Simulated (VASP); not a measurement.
Input of a VASP 6.6.1 run:

File INCAR:

```
SYSTEM = CO2
ALGO     = Normal         ! electronic algorithm
EDIFF    = 1E-7           ! SCF threshold, eV
ENCUT    = 520            ! plane-wave cutoff, eV
GGA      = PE             ! functional
ISIF     = 2              ! what is computed and relaxed
ISMEAR   = 0              ! smearing method
LASPH    = .True.         ! aspherical terms in the spheres
LCHARG   = .False.        ! write CHGCAR
LREAL    = .False.        ! projectors in reciprocal space
LWAVE    = .False.        ! write WAVECAR
NBANDS   = 25             ! bands
NELM     = 80             ! most SCF steps
PREC     = Accurate       ! precision mode
SIGMA    = 0.02           ! smearing width, eV
```

KPOINTS

```
k-points
0
Gamma
  8 8 8
  0 0 0
```

File POSCAR:

```
CO2
1.0
   -1.9826708459      1.9826708459      2.9902483892
    1.9826708459     -1.9826708459      2.9902483892
    1.9826708459      1.9826708459     -2.9902483892
C O
2 4
Direct
    0.0000000000      0.0000000000      0.0000000000
    0.7500000000      0.2500000000      0.5000000000
    0.3750000000      0.2893863240      0.4143863240
    1.0393863240      0.6250000000      0.9143863240
    0.7106136760      0.1250000000      0.0856136760
    0.8750000000     -0.0393863240      0.5856136760
```

Potentials or basis: VASP PAW PBE potentials, release 64 (C, O).

Run with:

```console
$ cat potpaw_PBE.64/C/POTCAR potpaw_PBE.64/O/POTCAR > POTCAR
$ mpirun -np 1 vasp_std > vasp.out
```

**Question.** Estimate the band gap on the k mesh.

**Answer.** 7.64 eV, indirect (least direct gap 8.08 eV).

**Question.** Predict the largest force.

**Answer.** 0.069 eV/Å.

**Question.** Estimate the pressure.

**Answer.** 1.3 GPa.

Stress tensor (GPa, compression positive):
```
1.40 0.00 0.00
0.00 1.40 0.00
0.00 0.00 1.24
```

A k mesh can miss the band edges. Expect the measured gap to be larger: semilocal functionals such as PBE lack the derivative discontinuity.
